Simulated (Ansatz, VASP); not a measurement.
# One calculation of C, two programs

POSCAR

```
C
1.0
    2.5174486393      0.0000000000      0.0000000000
   -1.2587243197      2.1801744744      0.0000000000
    0.0000000000      0.0000000000     20.6248000000
C
6
Direct
    0.0000000000      0.0000000000      0.3878813742
    0.3333333340      0.6666666660      0.4127966240
    0.3333333340      0.6666666660      0.4875423745
    0.6666666670      0.3333333330      0.5124576249
    0.6666666670      0.3333333330      0.5872033754
    0.0000000000      0.0000000000      0.6121186258
```

The input INCAR.step1:

```
SYSTEM = C
  PREC = Accurate
  ENCUT = 520
  ISMEAR = -1
  SIGMA = 0.02
  LREAL = .FALSE.
  LASPH = .TRUE.
  NELM = 60
  LDIPOL = .TRUE.
  IDIPOL = 3
  DIPOL = 0.5 0.5 0.500
  NBANDS = 21
  GGA = PE
  ALGO = Normal
  EDIFF = 1E-4
  LWAVE = .TRUE.
  LCHARG = .FALSE.
```

The input INCAR.step2:

```
SYSTEM = C
  PREC = Accurate
  ENCUT = 520
  EDIFF = 1E-7
  ISMEAR = -1
  SIGMA = 0.02
  LREAL = .FALSE.
  LASPH = .TRUE.
  NELM = 60
  ALGO = Normal
  ISIF = 2
  LWAVE = .FALSE.
  LCHARG = .FALSE.
  LDIPOL = .TRUE.
  IDIPOL = 3
  DIPOL = 0.5 0.5 0.500
  METAGGA = R2SCAN
  LMIXTAU = .TRUE.
  NBANDS = 21
  ISTART = 1
```

Contents of KPOINTS:

```
regular mesh
0
G
  12 12 1
  0 0 0
```

Input for Ansatz:

```yaml
crystal:
  lattice:
    - [2.5174486393, 0.0, 0.0]
    - [-1.2587243197, 2.1801744744, 0.0]
    - [0.0, 0.0, 20.6248]
  atoms:
    - { symbol: C, position: [0.0, 0.0, 0.3878813742] }
    - { symbol: C, position: [0.333333334, 0.666666666, 0.412796624] }
    - { symbol: C, position: [0.333333334, 0.666666666, 0.4875423745] }
    - { symbol: C, position: [0.666666667, 0.333333333, 0.5124576249] }
    - { symbol: C, position: [0.666666667, 0.333333333, 0.5872033754] }
    - { symbol: C, position: [0.0, 0.0, 0.6121186258] }
kpoints:
  mp_grid: { grid: [12, 12, 1] }
scf:
  occupations: { method: fermi_dirac, width: 0.02 }
hamiltonian:
  xc: r2scan
  pseudopotentials: { kind: paw }
output:
  forces: true
  stress: true
  eigenvalues: true
  populations: true
efield:
  axis: 3
  amplitude: 0
  dipole_correction: true
```

Alike in both runs: task single point; functional r2SCAN; k mesh 12 × 12 × 1; occupations fermi-dirac, width 0.02 eV; no spin polarisation.

|  | VASP | Ansatz |
| --- | --- | --- |
| version | VASP 6.6.1 | Ansatz 0.2.0 |
| potentials or method | VASP PAW PBE potentials, release 64 (C) | PAW with Ansatz's default frozen-core files, scalar-relativistic |
| plane-wave cutoff (eV) | 520 | 500 |
| valence electrons in the cell | 24 | 24 |

```csv
,VASP,Ansatz,Ansatz less VASP
rms of the force components (eV/Å),2.242,2.253,+0.0115
```

VASP's potentials were made for PBE, not for r2SCAN. Atom by atom the forces differ by 0.019 eV/Å (rms over components).
